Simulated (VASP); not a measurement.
# ScAl3P2 (P6/mmm) in VASP: further runs, part 2 of 2

VASP 6.6.1. The steps go on from the part before.

## (3) Single point, PBE

This run uses another cell than the first one, of 17.05 Å³/atom.

INCAR

```
ALGO = Normal
EDIFF = 1E-6
ENCUT = 520
GGA = PE
ISIF = 2
ISMEAR = 0
LASPH = True
LCHARG = False
LREAL = False
LWAVE = False
NBANDS = 24
NELM = 100
PREC = Accurate
SIGMA = 0.1
```

KPOINTS

```
k-points
0
Gamma
  12 12 10
```

POSCAR

```
ScAl3P2
1.0
    5.3483394802      0.0000000000      0.0000000000
   -2.6741697401      4.6317978579      0.0000000000
    0.0000000000      0.0000000000      4.1284598187
Sc Al P
1 3 2
Direct
    0.0000000000      0.0000000000      0.0000000000
    0.5000000000      0.0000000000      0.5000000000
    0.0000000000      0.5000000000      0.5000000000
    0.5000000000      0.5000000000      0.5000000000
    0.6666666667      0.3333333333      0.0000000000
    0.3333333333      0.6666666667      0.0000000000
```

Potentials or basis: VASP PAW PBE potentials, release 64 (Sc_sv, Al, P).

The run is started by

```console
$ cat potpaw_PBE.64/Sc_sv/POTCAR potpaw_PBE.64/Al/POTCAR potpaw_PBE.64/P/POTCAR > POTCAR
$ mpirun -np 1 vasp_std > vasp.out
```

OUTCAR:

```text
EDIFF = 1E-6
   ENCUT = 520
   GGA = PE
   ISIF = 2
   ISMEAR = 0
   LASPH = True
   LREAL = False
   NELM = 100
   PREC = Accurate

 ion  position               nearest neighbor table
   1  0.000  0.000  0.000-   5 3.09   6 3.09   6 3.09   5 3.09   5 3.09   6 3.09   3 3.38   4 3.38
                             3 3.38   3 3.38   3 3.38   4 3.38   4 3.38   4 3.38   2 3.38   2 3.38
   2  0.500  0.000  0.500-   5 2.58   6 2.58   5 2.58   6 2.58   3 2.67   4 2.67   4 2.67   3 2.67
                             1 3.38   1 3.38   1 3.38   1 3.38
   3  0.000  0.500  0.500-   5 2.58   6 2.58   5 2.58   6 2.58   2 2.67   2 2.67   4 2.67   4 2.67
                             1 3.38   1 3.38   1 3.38   1 3.38
   4  0.500  0.500  0.500-   5 2.58   6 2.58   5 2.58   6 2.58   2 2.67   2 2.67   3 2.67   3 2.67
                             1 3.38   1 3.38   1 3.38   1 3.38
   5  0.667  0.333  0.000-   2 2.58   2 2.58   3 2.58   3 2.58   4 2.58   4 2.58   1 3.09   1 3.09
                             1 3.09
   6  0.333  0.667  0.000-   2 2.58   2 2.58   3 2.58   3 2.58   4 2.58   4 2.58   1 3.09   1 3.09
                             1 3.09

  LATTYP: Found a hexagonal cell.
 ALAT       =     5.3483394802
 C/A-ratio  =     0.7719143173

  Lattice vectors:

 A1 = (   5.3483394802,   0.0000000000,   0.0000000000)
 A2 = (  -2.6741697401,   4.6317978579,   0.0000000000)
 A3 = (   0.0000000000,   0.0000000000,   4.1284598187)

Analysis of symmetry for initial positions (statically):
=====================================================================
 Subroutine PRICEL returns:
 Original cell was already a primitive cell.

 Routine SETGRP: Setting up the symmetry group for a
 hexagonal supercell.

 Subroutine GETGRP returns: Found 24 space group operations
 (whereof 24 operations were pure point group operations)
 out of a pool of 24 trial point group operations.

The static configuration has the point symmetry D_6h.

Analysis of symmetry for dynamics (positions and initial velocities):
=====================================================================
 Subroutine PRICEL returns:
 Original cell was already a primitive cell.

 Routine SETGRP: Setting up the symmetry group for a
 hexagonal supercell.

 Subroutine GETGRP returns: Found 24 space group operations
 (whereof 24 operations were pure point group operations)
 out of a pool of 24 trial point group operations.

The dynamic configuration has the point symmetry D_6h.

 Subroutine INISYM returns: Found 24 space group operations
 (whereof 24 operations are pure point group operations),
 and found     1 'primitive' translations

----------------------------------------------------------------------------------------

                                     Primitive cell

  volume of cell :     102.2720

  direct lattice vectors                    reciprocal lattice vectors
     5.348339480  0.000000000  0.000000000     0.186973920  0.107949443  0.000000000
    -2.674169740  4.631797858  0.000000000     0.000000000  0.215898886  0.000000000
     0.000000000  0.000000000  4.128459819     0.000000000  0.000000000  0.242221081

  length of vectors
     5.348339480  5.348339480  4.128459819     0.215898886  0.215898886  0.242221081

[... 47 lines left out ...]
  0.166667  0.000000  0.000000      6.000000
  0.250000  0.000000  0.000000      6.000000
  0.333333  0.000000  0.000000      6.000000
  0.416667 -0.000000  0.000000      6.000000
[... 16 lines left out ...]
  0.250000  0.000000  0.100000     12.000000
  0.333333  0.000000  0.100000     12.000000
 [... further k-points ...]
   k-points           NKPTS =    114   k-points in BZ     NKDIM =    114   number of bands    NBANDS=     24
   number of dos      NEDOS =    301   number of ions     NIONS =      6
   total plane-waves  NPLWV =  51200
   dimension x,y,z NGX =    40 NGY =   40 NGZ =   32
   dimension x,y,z NGXF=    80 NGYF=   80 NGZF=   64
   ions per type =               1   3   2
   NGX,Y,Z   is equivalent  to a cutoff of  12.43, 12.43, 12.89 a.u.
   NGXF,Y,Z  is equivalent  to a cutoff of  24.87, 24.87, 25.77 a.u.
 SYSTEM =  unknown system
   PREC   = accura    normal or accurate (medium, high low for compatibility)
   ISTART =      0    job   : 0-new  1-cont  2-samecut
   ICHARG =      2    charge: 1-file 2-atom 10-const
   ISPIN  =      1    spin polarized calculation?
   LNONCOLLINEAR =      F non collinear calculations
   LSORBIT =      F    spin-orbit coupling
   LASPH  =      T    aspherical Exc in radial PAW
   ENCUT  =  520.0 eV  38.22 Ry    6.18 a.u.   9.94  9.94  7.68*2*pi/ulx,y,z
   NELM   =    100;   NELMIN=  2; NELMDL= -5     # of ELM steps
   EDIFF  = 0.1E-05   stopping-criterion for ELM
   LREAL  =      F    real-space projection
   EDIFFG = 0.1E-04   stopping-criterion for IOM
   NSW    =      0    number of steps for IOM
   IBRION =     -1    ionic relax: 0-MD 1-quasi-New 2-CG
   NFREE  =      0    steps in history (QN), initial steepest desc. (CG)
   ISIF   =      2    stress and relaxation
   ISYM   =      2    0-nonsym 1-usesym 2-fastsym
   POTIM  = 0.5000    time-step for ionic-motion
   TEBEG  =    0.0;   TEEND  =   0.0 temperature during run
   PSTRESS=    0.0 pullay stress
   NELECT =      30.0000    total number of electrons
   NUPDOWN=      -1.0000    fix difference up-down
   EMIN   =  10.00;   EMAX   =-10.00  energy-range for DOS
   EFERMI =   0.00;   METHOD = LEGACY
   ISMEAR =     0;   SIGMA  =   0.10  broadening in eV -4-tet -1-fermi 0-gaus
   EFERMI_NEDOS =   21; number of points for ismear=-14 and -15
   IALGO  =     38    algorithm
   IMIX   =      4    mixing-type and parameters
     AMIX     =   0.40;   BMIX     =  1.00
     AMIX_MAG =   1.60;   BMIX_MAG =  1.00
  volume/ion in A,a.u.               =      17.05       115.03
  Fermi-wavevector in a.u.,A,eV,Ry     =   1.087752  2.055552 16.098460  1.183203
  Thomas-Fermi vector in A             =   2.223918
   LORBIT       =      0    0 simple, 1 ext, 2 COOP (PROOUT), +10 PAW based schemes
   GGA     = PE    functional components
   LHFCALC =     F    Hartree Fock is set to
   AEXX    =    0.0000 exact exchange contribution
   IVDW    =     0    specifies the selected vdW correction
   LEPSILON=     F    determine dielectric tensor
   LRPA    =     F    only Hartree local field effects (RPA)
 non-spin polarized calculation
 Gauss-broadening in eV      SIGMA  =   0.10
  energy-cutoff  :      520.00
  volume of cell :      102.27
 maximum number of plane-waves:      2775
 NGX is ok and might be reduce to    40
   NGX = 19   NGY = 19   NGZ = 15

 number of electron      29.9999997 magnetization

 Free energy of the ion-electron system (eV)
  ---------------------------------------------------
  ext. energy  EPLUGINS =         0.00000000
  ---------------------------------------------------
  free energy    TOTEN  =       -29.40009874 eV

  energy without entropy =      -29.38904305  energy(sigma->0) =      -29.39457089

 E-fermi :   7.6767     XC(G=0): -10.4293

 val. band max:        7.6719263807   @ k =   0.0833   0.0833   0.3000
 cond. band min:       7.6848560023   @ k =   0.0833   0.0833   0.1000
 fundamental gap:      0.0129296216
 Fermi energy:         7.6766612122

 k-point     1 :       0.0000    0.0000    0.0000
  band No.  band energies     occupation
      1     -42.7528      2.00000
      2     -21.3668      2.00000
      3     -21.3668      2.00000
      4     -21.3216      2.00000
      5      -5.8781      2.00000
      6      -2.6104      2.00000
[... 637 lines left out ...]
     23      10.7250      0.00000
     24      10.8818      0.00000

 [... further k-points ...]

------------------------ aborting loop because EDIFF is reached ----------------------------------------

  FORCE on cell =-STRESS in cart. coord.  units (eV):
  Direction    XX          YY          ZZ          XY          YZ          ZX
  --------------------------------------------------------------------------------------
  -------------------------------------------------------------------------------------
  Total       -0.0156051     -0.0156051     -0.0352914      0.0000000     -0.0000000      0.0000000
  in kB       -0.2444666     -0.2444666     -0.5528693      0.0000000     -0.0000000      0.0000000
  external PRESSURE =      -0.3472675 kB  Pullay stress =       0.0000000 kB

 VOLUME and BASIS-vectors are now :
 -----------------------------------------------------------------------------
  energy-cutoff  :      520.00
  volume of cell :      102.27
      direct lattice vectors                 reciprocal lattice vectors
     5.348339480  0.000000000  0.000000000     0.186973920  0.107949443  0.000000000
    -2.674169740  4.631797858  0.000000000     0.000000000  0.215898886  0.000000000
     0.000000000  0.000000000  4.128459819     0.000000000  0.000000000  0.242221081

 POSITION                                       TOTAL-FORCE (eV/Angst)
 -----------------------------------------------------------------------------------
      0.00000      0.00000      0.00000        -0.000000      0.000000      0.000000
      2.67417      0.00000      2.06423        -0.000000      0.000000      0.000000
     -1.33708      2.31590      2.06423        -0.000000      0.000000      0.000000
      1.33708      2.31590      2.06423        -0.000000      0.000000      0.000000
      2.67417      1.54393      0.00000         0.000000      0.000000      0.000000
     -0.00000      3.08787      0.00000        -0.000000     -0.000000     -0.000000
 -----------------------------------------------------------------------------------
    total drift:                                0.000000     -0.000000      0.000000

  FREE ENERGIE OF THE ION-ELECTRON SYSTEM (eV)
  ---------------------------------------------------
  free  energy   TOTEN  =       -29.4000987353 eV

  energy  without entropy=      -29.3890430491  energy(sigma->0) =      -29.39457089
```

OSZICAR:

```text
N       E                     dE             d eps       ncg     rms          rms(c)
DAV:   1     0.181042644282E+03    0.18104E+03   -0.11830E+04  5480   0.112E+03
DAV:   2    -0.147456413877E+02   -0.19579E+03   -0.18623E+03  5560   0.304E+02
DAV:   3    -0.317774142447E+02   -0.17032E+02   -0.15881E+02  8368   0.746E+01
DAV:   4    -0.324477551515E+02   -0.67034E+00   -0.66483E+00  7960   0.150E+01
DAV:   5    -0.324679395116E+02   -0.20184E-01   -0.20168E-01  7456   0.277E+00    0.965E+00
DAV:   6    -0.294179406682E+02    0.30500E+01   -0.67581E+00  8856   0.214E+01    0.441E+00
DAV:   7    -0.294572980988E+02   -0.39357E-01   -0.11743E+00  8560   0.753E+00    0.304E+00
DAV:   8    -0.294501484087E+02    0.71497E-02   -0.24385E-01  8384   0.533E+00    0.137E+00
DAV:   9    -0.294027517206E+02    0.47397E-01   -0.15541E-01  8224   0.452E+00    0.352E-01
DAV:  10    -0.294018853212E+02    0.86640E-03   -0.15916E-02  8224   0.133E+00    0.305E-01
DAV:  11    -0.294011121080E+02    0.77321E-03   -0.11328E-02  8320   0.121E+00    0.182E-01
DAV:  12    -0.294001235517E+02    0.98856E-03   -0.14720E-03  8240   0.439E-01    0.358E-02
DAV:  13    -0.294000984013E+02    0.25150E-04   -0.94861E-05  9312   0.811E-02    0.100E-02
DAV:  14    -0.294000987353E+02   -0.33399E-06   -0.41257E-06  6808   0.104E-02
   1 F= -.29400099E+02 E0= -.29394571E+02  d E =-.110557E-01
```

Wall time 5.1 min (1 thread of Intel Xeon Platinum 8259CL at 2.50GHz (Skylake/Cascade Lake), shared host); peak memory 0.4 GiB.

What came out:

```yaml
Free_energy: -29.4001 eV
Pressure: 0.0 GPa
Band_gap_on_the_k_mesh: zero (bands 15 and 16 overlap by 2.59 eV)
```

## (4) Relaxation of cell and atoms, PBE

INCAR

```
  PREC = Accurate
  ENCUT = 600
  EDIFF = 1E-6
  ISMEAR = 0
  SIGMA = 0.1
  LREAL = F
  LASPH = T
  NELM = 100
  ALGO = Normal
  ISIF = 3
  LWAVE = F
  LCHARG = F
  GGA = PE
  IBRION = 2
  NSW = 100
  EDIFFG = -0.01
```

KPOINTS

```
regular mesh
0
Gamma
  12 12 10
```

POSCAR

```
ScAl3P2
1.0
    5.6502886000      0.0000000000      0.0000000000
   -2.8251443000      4.8932934700      0.0000000000
    0.0000000000      0.0000000000      3.6739624800
Sc Al P
1 3 2
Direct
    0.0000000000      0.0000000000      0.0000000000
    0.5000000000      0.0000000000      0.5000000000
    0.0000000000      0.5000000000      0.5000000000
    0.5000000000      0.5000000000      0.5000000000
    0.6666666700      0.3333333300      0.0000000000
    0.3333333300      0.6666666700      0.0000000000
```

The run is started by

```console
$ cat potpaw_PBE.64/Sc_sv/POTCAR potpaw_PBE.64/Al/POTCAR potpaw_PBE.64/P/POTCAR > POTCAR
$ mpirun -np 1 vasp_std > vasp.out
```

It took 44 min on 1 thread of Intel Xeon Platinum 8259CL at 2.50GHz (Skylake/Cascade Lake), shared host; peak memory 0.47 GiB.

It converged, with:

- Free energy: -29.4000 eV
- Relaxed volume: 17.06 Å³/atom
- Relaxed cell: a = 5.350 Å, b = 5.350 Å, c = 4.129 Å, α = 90.00°, β = 90.00°, γ = 120.00°
- Space group after relaxing (to 0.1 Å): P6/mmm (No. 191)
- Energy gained by relaxing: 63.9 meV/atom
- Ionic steps: 13
- Pressure after relaxing: -0.1 GPa
- Band gap on the k mesh: zero (bands 15 and 16 overlap by 2.59 eV)

Step by step:
```
step  energy change (eV)  largest force (eV/Å)  pressure (GPa)  volume (Å³)
   1              0.0000                0.0000            3.03       101.58
   2             -0.1312                0.0000           -1.45       106.32
   3             -0.1405                0.0000           -3.41       108.78
   4             -0.2369                0.0000           -3.59       108.10
   5             -0.3225                0.0000           -3.34       107.06
   6             -0.2321                0.0000           -1.45       104.45
   7             -0.3386                0.0000           -3.12       106.37
   8             -0.3386                0.0000           -3.20       106.57
   9             -0.3827                0.0000            0.32       101.91
  10             -0.3831                0.0000           -0.01       102.30
  11             -0.3831                0.0000           -0.08       102.38
  12             -0.3832                0.0000           -0.07       102.36
  13             -0.3832                0.0000           -0.06       102.34
```

Final structure:
```
CELL_PARAMETERS angstrom
5.35003 0.00000 0.00000
-2.67501 4.63326 0.00000
0.00000 0.00000 4.12871
ATOMIC_POSITIONS crystal
Sc 0.00000 0.00000 0.00000
Al 0.50000 0.00000 0.50000
Al 0.00000 0.50000 0.50000
Al 0.50000 0.50000 0.50000
P 0.66667 0.33333 0.00000
P 0.33333 0.66667 0.00000
```

Levels at points of the mesh, in eV from the Fermi level:
| k point | band 11 | band 12 | band 13 | band 14 | band 15 | band 16 | band 17 | band 18 | band 19 |
| --- | --- | --- | --- | --- | --- | --- | --- | --- | --- |
| (0.00, 0.00, 0.00) | -3.60 | -3.60 | -2.57 | -0.48 | -0.40 | 0.80 | 0.80 | 1.75 | 1.99 |
| (0.50, 0.00, 0.00) | -3.36 | -2.47 | -2.05 | -2.01 | -0.73 | 0.18 | 0.59 | 0.63 | 1.57 |
| (0.00, 0.00, 0.50) | -2.30 | -2.30 | -2.24 | -2.24 | -1.92 | -1.92 | 0.30 | 1.78 | 2.26 |
| (0.50, 0.00, 0.50) | -3.86 | -3.45 | -1.25 | -1.23 | 0.14 | 0.97 | 1.71 | 1.92 | 1.98 |

## (5) Overview

| task | cell | k mesh | cutoff (eV) | gap on the mesh (eV) | pressure (GPa) |
| --- | --- | --- | --- | --- | --- |
| single point | a = 5.650, b = 5.650, c = 3.674 Å, angles 90.0, 90.0, 120.0°, 6 atoms | 6 × 6 × 6 | 520 | none | 2.6 |
| single point | a = 5.348, b = 5.348, c = 4.128 Å, angles 90.0, 90.0, 120.0°, 6 atoms | 12 × 12 × 10 | 520 | none | 0.0 |
| relaxation of cell and atoms | relaxed from a = 5.650, b = 5.650, c = 3.674 Å, angles 90.0, 90.0, 120.0°, 6 atoms | 12 × 12 × 10 | 600 | none | -0.1 |

Alike in all rows: level PBE; potentials or basis VASP PAW PBE potentials, release 64 (Sc_sv, Al, P); no spin polarisation; smearing gaussian 0.1 eV.

Caveats: the stress differs along the axes, from 0 to 7 GPa (at least some runs).

Absolute energies hang on the potentials; compare differences alone.

The gap in the log of VASP goes by the Fermi energy; the results here count the filled bands.